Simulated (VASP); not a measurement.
# SnO2 (P4_2/mnm) in VASP: further runs

Aim: see how the results for SnO2 move with the level of theory and the settings. Levels: BLYP, r2SCAN, b88 exchange, pbe correlation, PBEsol. Tasks: single point.

Program: VASP 6.6.1. These are calculated values, not measurements. Logs are shortened: lines on timing, memory, paths and dates and some standing lists are left out, and cuts for length are marked.

## 1. The cell of the first run

It takes space group P4_2/mnm (No. 136, tetragonal). The conventional cell has a = 4.738 Å, b = 4.738 Å, c = 3.187 Å, α = 90.00°, β = 90.00°, γ = 90.00°. Sn (site symmetry mmm) has 6 O at 2.05 to 2.06 Å within 2.7 Å. O (site symmetry m2m) has 3 Sn at 2.05 to 2.06 Å and 1 O at 2.59 Å within 2.7 Å.

## 2. Single point, BLYP

INCAR reads:

```
SYSTEM = SnO2
  PREC = Accurate
  ENCUT = 520
  EDIFF = 1E-7
  ISMEAR = -1
  SIGMA = 0.05
  LREAL = .FALSE.
  LASPH = .TRUE.
  NELM = 80
  ALGO = Normal
  ISIF = 2
  LWAVE = .FALSE.
  LCHARG = .FALSE.
  GGA = B5
  ALDAX = 1.0
  AGGAX = 1.0
  AGGAC = 1.0
  ALDAC = 0.0
  NBANDS = 35
```

KPOINTS reads:

```
Automatic mesh
0
G
  6 6 8
  0 0 0
```

POSCAR reads:

```
SnO2
1.0
    4.7380000000      0.0000000000      0.0000000000
    0.0000000000      4.7380000000      0.0000000000
    0.0000000000      0.0000000000      3.1865000000
Sn O
2 4
Direct
    0.5000000000      0.5000000000      0.5000000000
    0.0000000000      0.0000000000      0.0000000000
    0.8071000000      0.1929000000      0.5000000000
    0.6929000000      0.6929000000      0.0000000000
    0.1929000000      0.8071000000      0.5000000000
    0.3071000000      0.3071000000      0.0000000000
```

Potentials or basis: VASP PAW PBE potentials, release 64 (Sn_d, O).

Started as:

```
$ cat potpaw_PBE.64/Sn_d/POTCAR potpaw_PBE.64/O/POTCAR > POTCAR
$ mpirun -np 1 vasp_std > vasp.out
```

OUTCAR:

```text
SYSTEM = SnO2
   PREC = Accurate
   ENCUT = 520
   EDIFF = 1E-7
   ISMEAR = -1
   LREAL = .FALSE.
   LASPH = .TRUE.
   NELM = 80
   ISIF = 2
   GGA = B5

 ion  position               nearest neighbor table
   1  0.500  0.500  0.500-   4 2.05   6 2.05   4 2.05   6 2.05   5 2.06   3 2.06   2 3.71   2 3.71
                             2 3.71   2 3.71   2 3.71   2 3.71   2 3.71   2 3.71
   2  0.000  0.000  0.000-   3 2.05   5 2.05   3 2.05   5 2.05   4 2.06   6 2.06   1 3.71   1 3.71
                             1 3.71   1 3.71   1 3.71   1 3.71   1 3.71   1 3.71
   3  0.807  0.193  0.500-   2 2.05   2 2.05   1 2.06
   4  0.693  0.693  0.000-   1 2.05   1 2.05   2 2.06
   5  0.193  0.807  0.500-   2 2.05   2 2.05   1 2.06
   6  0.307  0.307  0.000-   1 2.05   1 2.05   2 2.06

  LATTYP: Found a simple tetragonal cell.
 ALAT       =     4.7380000000
 C/A-ratio  =     0.6725411566

  Lattice vectors:

 A1 = (   4.7380000000,   0.0000000000,   0.0000000000)
 A2 = (   0.0000000000,   4.7380000000,   0.0000000000)
 A3 = (   0.0000000000,   0.0000000000,   3.1865000000)

Analysis of symmetry for initial positions (statically):
=====================================================================
 Subroutine PRICEL returns:
 Original cell was already a primitive cell.

 Routine SETGRP: Setting up the symmetry group for a
 simple tetragonal supercell.

 Subroutine GETGRP returns: Found 16 space group operations
 (whereof  8 operations were pure point group operations)
 out of a pool of 16 trial point group operations.

The static configuration has the point symmetry D_2h.
 The point group associated with its full space group is D_4h.

Analysis of symmetry for dynamics (positions and initial velocities):
=====================================================================
 Subroutine PRICEL returns:
 Original cell was already a primitive cell.

 Routine SETGRP: Setting up the symmetry group for a
 simple tetragonal supercell.

 Subroutine GETGRP returns: Found 16 space group operations
 (whereof  8 operations were pure point group operations)
 out of a pool of 16 trial point group operations.

The dynamic configuration has the point symmetry D_2h.
 The point group associated with its full space group is D_4h.

 Subroutine INISYM returns: Found 16 space group operations
 (whereof  8 operations are pure point group operations),
 and found     1 'primitive' translations

----------------------------------------------------------------------------------------

                                     Primitive cell

  volume of cell :      71.5326

  direct lattice vectors                    reciprocal lattice vectors
     4.738000000  0.000000000  0.000000000     0.211059519  0.000000000  0.000000000
     0.000000000  4.738000000  0.000000000     0.000000000  0.211059519  0.000000000
     0.000000000  0.000000000  3.186500000     0.000000000  0.000000000  0.313823945

  length of vectors
     4.738000000  4.738000000  3.186500000     0.211059519  0.211059519  0.313823945

  position of ions in fractional coordinates (direct lattice)
     0.500000000  0.500000000  0.500000000
     0.000000000  0.000000000  0.000000000
     0.807100000  0.192900000  0.500000000
     0.692900000  0.692900000  0.000000000
     0.192900000  0.807100000  0.500000000
     0.307100000  0.307100000  0.000000000

  ion indices of the primitive-cell ions
   primitive index   ion index
                 1           1
                 2           2
                 3           3
                 4           4
                 5           5
                 6           6

----------------------------------------------------------------------------------------

 KPOINTS: Automatic mesh

Automatic generation of k-mesh.
 Grid dimensions read from file:
 generate k-points for:    6    6    8

 Generating k-lattice:

  Cartesian coordinates                     Fractional coordinates (reciprocal lattice)
     0.035176586  0.000000000  0.000000000     0.166666667  0.000000000  0.000000000
     0.000000000  0.035176586  0.000000000     0.000000000  0.166666667  0.000000000
     0.000000000  0.000000000  0.039227993     0.000000000  0.000000000  0.125000000

  Length of vectors
     0.035176586  0.035176586  0.039227993

  Shift w.r.t. Gamma in fractional coordinates (k-lattice)
     0.000000000  0.000000000  0.000000000

 Subroutine IBZKPT returns following result:
 ===========================================

 Found     50 irreducible k-points:

 Following reciprocal coordinates:
            Coordinates               Weight
  0.000000  0.000000  0.000000      1.000000
  0.166667  0.000000  0.000000      4.000000
  0.333333  0.000000  0.000000      4.000000
  0.500000  0.000000  0.000000      2.000000
  0.166667  0.166667  0.000000      4.000000
  0.333333  0.166667  0.000000      8.000000
[... 16 lines left out ...]
  0.333333  0.000000  0.250000      8.000000
  0.500000  0.000000  0.250000      4.000000
 [... further k-points ...]
   k-points           NKPTS =     50   k-points in BZ     NKDIM =     50   number of bands    NBANDS=     35
   number of dos      NEDOS =    301   number of ions     NIONS =      6
   total plane-waves  NPLWV =  31104
   dimension x,y,z NGX =    36 NGY =   36 NGZ =   24
   dimension x,y,z NGXF=    72 NGYF=   72 NGZF=   48
   ions per type =               2   4
   NGX,Y,Z   is equivalent  to a cutoff of  12.63, 12.63, 12.52 a.u.
   NGXF,Y,Z  is equivalent  to a cutoff of  25.26, 25.26, 25.04 a.u.
 SYSTEM =  SnO2
   PREC   = accura    normal or accurate (medium, high low for compatibility)
   ISTART =      0    job   : 0-new  1-cont  2-samecut
   ICHARG =      2    charge: 1-file 2-atom 10-const
   ISPIN  =      1    spin polarized calculation?
   LNONCOLLINEAR =      F non collinear calculations
   LSORBIT =      F    spin-orbit coupling
   LASPH  =      T    aspherical Exc in radial PAW
   ENCUT  =  520.0 eV  38.22 Ry    6.18 a.u.   8.81  8.81  5.92*2*pi/ulx,y,z
   NELM   =     80;   NELMIN=  2; NELMDL= -5     # of ELM steps
   EDIFF  = 0.1E-06   stopping-criterion for ELM
   LREAL  =      F    real-space projection
   EDIFFG = 0.1E-05   stopping-criterion for IOM
   NSW    =      0    number of steps for IOM
   IBRION =     -1    ionic relax: 0-MD 1-quasi-New 2-CG
   NFREE  =      0    steps in history (QN), initial steepest desc. (CG)
   ISIF   =      2    stress and relaxation
   ISYM   =      2    0-nonsym 1-usesym 2-fastsym
   POTIM  = 0.5000    time-step for ionic-motion
   TEBEG  =    0.0;   TEEND  =   0.0 temperature during run
   PSTRESS=    0.0 pullay stress
   NELECT =      52.0000    total number of electrons
   NUPDOWN=      -1.0000    fix difference up-down
   EMIN   =  10.00;   EMAX   =-10.00  energy-range for DOS
   EFERMI =   0.00;   METHOD = LEGACY
   ISMEAR =    -1;   SIGMA  =   0.05  broadening in eV -4-tet -1-fermi 0-gaus
   EFERMI_NEDOS =   21; number of points for ismear=-14 and -15
   IALGO  =     38    algorithm
   IMIX   =      4    mixing-type and parameters
     AMIX     =   0.40;   BMIX     =  1.00
     AMIX_MAG =   1.60;   BMIX_MAG =  1.00
  volume/ion in A,a.u.               =      11.92        80.45
  Fermi-wavevector in a.u.,A,eV,Ry     =   1.472000  2.781677 29.480903  2.166785
  Thomas-Fermi vector in A             =   2.587068
   LORBIT       =      0    0 simple, 1 ext, 2 COOP (PROOUT), +10 PAW based schemes
   GGA     = B5    functional components
   LHFCALC =     F    Hartree Fock is set to
   AEXX    =    0.0000 exact exchange contribution
   IVDW    =     0    specifies the selected vdW correction
   LEPSILON=     F    determine dielectric tensor
   LRPA    =     F    only Hartree local field effects (RPA)
 non-spin polarized calculation
  energy-cutoff  :      520.00
  volume of cell :       71.53
 maximum number of plane-waves:      1992
 NGX is ok and might be reduce to    36
   NGX = 17   NGY = 17   NGZ = 11

 number of electron      51.9999993 magnetization

 Free energy of the ion-electron system (eV)
  ---------------------------------------------------
  ext. energy  EPLUGINS =         0.00000000
  ---------------------------------------------------
  free energy    TOTEN  =       -34.55139650 eV

  energy without entropy =      -34.55139648  energy(sigma->0) =      -34.55139649

 E-fermi :   7.1483     XC(G=0): -10.7707

 val. band max:        6.4580521849   @ k =   0.0000   0.0000   0.0000
 cond. band min:       7.8143845924   @ k =   0.0000   0.0000   0.0000
 fundamental gap:      1.3563324075
 Fermi energy:         7.1483202557

 k-point     1 :       0.0000    0.0000    0.0000
  band No.  band energies     occupation
      1     -14.5994      2.00000
      2     -13.8271      2.00000
      3     -13.5500      2.00000
      4     -13.5399      2.00000
      5     -13.5399      2.00000
      6     -13.4474      2.00000
[... 27 lines left out ...]
     34      18.6093      0.00000
     35      19.2759      0.00000

 k-point     2 :       0.1667    0.0000    0.0000
  band No.  band energies     occupation
      1     -14.5569      2.00000
      2     -13.8758      2.00000
      3     -13.5497      2.00000
      4     -13.5381      2.00000
      5     -13.5380      2.00000
      6     -13.4841      2.00000
[... 27 lines left out ...]
     34      18.6660      0.00000
     35      19.2369      0.00000

 k-point     3 :       0.3333    0.0000    0.0000
  band No.  band energies     occupation
      1     -14.4336      2.00000
      2     -14.0332      2.00000
      3     -13.5486      2.00000
      4     -13.5344      2.00000
      5     -13.5342      2.00000
      6     -13.5292      2.00000
[... 27 lines left out ...]
     34      18.9382      0.00000
     35      19.2078      0.00000
[... 723 lines left out ...]
 k-point    23 :       0.3333    0.0000    0.2500
  band No.  band energies     occupation
      1     -14.3186      2.00000
      2     -14.1783      2.00000
      3     -13.8473      2.00000
      4     -13.6175      2.00000
      5     -13.4403      2.00000
      6     -13.4339      2.00000
[... 27 lines left out ...]
     34      18.9685      0.00000
     35      19.1785      0.00000

 k-point    24 :       0.5000    0.0000    0.2500
  band No.  band energies     occupation
      1     -14.2696      2.00000
      2     -14.2696      2.00000
      3     -13.7192      2.00000
      4     -13.7192      2.00000
      5     -13.4353      2.00000
      6     -13.4353      2.00000
[... 27 lines left out ...]
     34      19.1225      0.00000
     35      19.2431      0.00000

 [... further k-points ...]

------------------------ aborting loop because EDIFF is reached ----------------------------------------

  FORCE on cell =-STRESS in cart. coord.  units (eV):
  Direction    XX          YY          ZZ          XY          YZ          ZX
  --------------------------------------------------------------------------------------
  -------------------------------------------------------------------------------------
  Total        7.3106165      7.3106165      9.3981144     -0.0000000      0.0000000      0.0000000
  in kB      163.7421724    163.7421724    210.4976597     -0.0000000      0.0000000      0.0000000
  external PRESSURE =     179.3273349 kB  Pullay stress =       0.0000000 kB

 VOLUME and BASIS-vectors are now :
 -----------------------------------------------------------------------------
  energy-cutoff  :      520.00
  volume of cell :       71.53
      direct lattice vectors                 reciprocal lattice vectors
     4.738000000  0.000000000  0.000000000     0.211059519  0.000000000  0.000000000
     0.000000000  4.738000000  0.000000000     0.000000000  0.211059519  0.000000000
     0.000000000  0.000000000  3.186500000     0.000000000  0.000000000  0.313823945

 POSITION                                       TOTAL-FORCE (eV/Angst)
 -----------------------------------------------------------------------------------
      2.36900      2.36900      1.59325         0.000000      0.000000      0.000000
      0.00000      0.00000      0.00000         0.000000      0.000000      0.000000
      3.82404      0.91396      1.59325        -0.265520      0.265520      0.000000
      3.28296      3.28296      0.00000         0.265520      0.265520      0.000000
      0.91396      3.82404      1.59325         0.265520     -0.265520      0.000000
      1.45504      1.45504      0.00000        -0.265520     -0.265520      0.000000
 -----------------------------------------------------------------------------------
    total drift:                               -0.000000      0.000000      0.000000

  FREE ENERGIE OF THE ION-ELECTRON SYSTEM (eV)
  ---------------------------------------------------
  free  energy   TOTEN  =       -34.5513964982 eV

  energy  without entropy=      -34.5513964809  energy(sigma->0) =      -34.55139649
```

Run time: 2.9 min. Hardware: 1 thread of Intel Xeon 8259CL, shared host; peak memory 0.24 GiB.

What came out:

```yaml
Free_energy: -34.5514 eV
Pressure: 17.9 GPa
Largest_force: 0.376 eV/Å
Band_gap_on_the_k_mesh: 1.36 eV
```

Forces in eV/Å, atoms in the order of the input:
```
Sn   0.000  0.000  0.000
Sn   0.000  0.000  0.000
O   -0.266  0.266  0.000
O    0.266  0.266  0.000
O    0.266 -0.266  0.000
O   -0.266 -0.266  0.000
```

Stress tensor (GPa, compression positive):
```
16.37  0.00  0.00
 0.00 16.37  0.00
 0.00  0.00 21.05
```

Caveat: the cell stands under pressure; the PAW data sets were made with another functional, which shifts forces and pressure a little; spin-orbit coupling is left out, which moves the levels of the heavy elements.

[end of part 1 of 2]
